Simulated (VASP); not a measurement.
Wanted: the native input for a VASP 6.6.1 run.

| Quantity | Value |
| --- | --- |
| Task | single point |
| Functional | PBE |
| Potentials or basis | VASP PAW PBE potentials, release 64 (Ti_sv, O) |
| Cutoff | 520 eV |
| k mesh | 6 × 6 × 10 |
| Occupations | gaussian, width 0.02 eV |
| Spin | no spin polarisation |
| Dipole correction | no |
| Further INCAR settings | ALGO = Normal; EDIFF = 1e-06; NBANDS = 33 |

The structure of TiO2 lies in POSCAR:

```
TiO2
1.0
    4.5611303208      0.0000000000      0.0000000000
    0.0000000000      4.5611303208      0.0000000000
    0.0000000000      0.0000000000      2.9397159934
Ti O
2 4
Direct
    0.5000000000      0.5000000000      0.0000000000
    0.0000000000      0.0000000000      0.5000000000
    0.6964062791      0.6964062791      0.5000000000
    0.8035937209      0.1964062791      0.0000000000
    0.1964062791      0.8035937209      0.0000000000
    0.3035937209      0.3035937209      0.5000000000
```

The input as run:

INCAR

```
  PREC = Accurate
  ENCUT = 520
  EDIFF = 1E-6
  ISMEAR = 0
  SIGMA = 0.02
  LREAL = False
  LASPH = True
  NELM = 80
  ALGO = Normal
  ISIF = 2
  LWAVE = False
  LCHARG = False
  GGA = PE
  NBANDS = 33
```

KPOINTS

```
Automatic mesh
0
Gamma
  6 6 10
```

Potentials or basis: VASP PAW PBE potentials, release 64 (Ti_sv, O).

Launch:

```bash
$ cat potpaw_PBE.64/Ti_sv/POTCAR potpaw_PBE.64/O/POTCAR > POTCAR
$ mpirun -np 1 vasp_std > vasp.out
```

It gave:

```
Pressure               : 10.7 GPa
Largest force          : 0.026 eV/Å
Band gap on the k mesh : 1.87 eV
```

Caveat: the cell stands under pressure.

Run time: 2.9 min on 1 thread of Intel Xeon 8259CL, on a shared host, peak memory 0.23 GiB.
